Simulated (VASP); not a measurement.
Here is a VASP 6.6.1 calculation.

The input INCAR:

```
PREC = Accurate
ENCUT = 600
EDIFF = 1E-6
ISMEAR = -1
SIGMA = 0.02
LREAL = False
LASPH = True
NELM = 60
ALGO = Normal
ISIF = 3
LWAVE = False
LCHARG = False
GGA = PE
IBRION = 2
NSW = 80
EDIFFG = -0.01
```

File KPOINTS:

```
Automatic mesh
0
Gamma
  7 7 7
```

File POSCAR:

```
Na
1.0
   -2.1410000000      2.1410000000      2.1410000000
    2.1410000000     -2.1410000000      2.1410000000
    2.1410000000      2.1410000000     -2.1410000000
Na
1
Direct
    0.0000000000      0.0000000000      0.0000000000
```

Potentials or basis: VASP PAW PBE potentials, release 64 (Na_pv).

The run is started by

```console
$ cat potpaw_PBE.64/Na_pv/POTCAR > POTCAR
$ mpirun -np 1 vasp_std > vasp.out
```

**Question.** What does it give for the relaxed volume?

**Answer.** 36.93 Å³/atom.

**Question.** Predict the space group after relaxing (to 0.05 Å).

**Answer.** Im-3m (No. 229).

**Question.** What does it give for the relaxed cell?

**Answer.** a = 3.634 Å, b = 3.634 Å, c = 3.634 Å, α = 109.47°, β = 109.47°, γ = 109.47°.

Step by step:
| step | energy change (eV) | largest force (eV/Å) | pressure (GPa) | volume (Å³) |
| --- | --- | --- | --- | --- |
| 1 | 0.0000 | 0.0000 | -0.44 | 39.26 |
| 2 | -0.0014 | 0.0000 | -0.33 | 38.65 |
| 3 | -0.0032 | 0.0000 | -0.01 | 36.93 |
